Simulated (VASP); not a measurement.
Input of a VASP 6.6.1 run:

Contents of INCAR:

```
  PREC = Accurate
  ENCUT = 400
  EDIFF = 1E-8
  ISMEAR = -1
  SIGMA = 0.01
  LREAL = F
  LASPH = T
  NELM = 120
  ALGO = Normal
  ISIF = 2
  LWAVE = F
  LCHARG = F
  GGA = PE
  LEFG = T
  NBANDS = 15
  GGA_COMPAT = F
```

File KPOINTS:

```
regular mesh
0
Gamma
  7 7 7
```

File POSCAR:

```
CsI
1.0
    4.5667000000      0.0000000000      0.0000000000
    0.0000000000      4.5667000000      0.0000000000
    0.0000000000      0.0000000000      4.5667000000
Cs I
1 1
Direct
    0.0000000000      0.0000000000      0.0000000000
    0.5000000000      0.5000000000      0.5000000000
```

Potentials or basis: VASP PAW PBE potentials, release 64 (Cs_sv, I).

Run with:

```console
$ cat potpaw_PBE.64/Cs_sv/POTCAR potpaw_PBE.64/I/POTCAR > POTCAR
$ mpirun -np 1 vasp_std > vasp.out
```

Q: Estimate the band gap on the k mesh.

A: 3.90 eV (least direct gap 3.96 eV).

Q: Estimate the pressure.

A: 0.8 GPa.

Caveat: spin-orbit coupling is left out, which moves the levels of the heavy elements; an odd mesh through Γ misses points on the zone boundary, where band edges can lie.
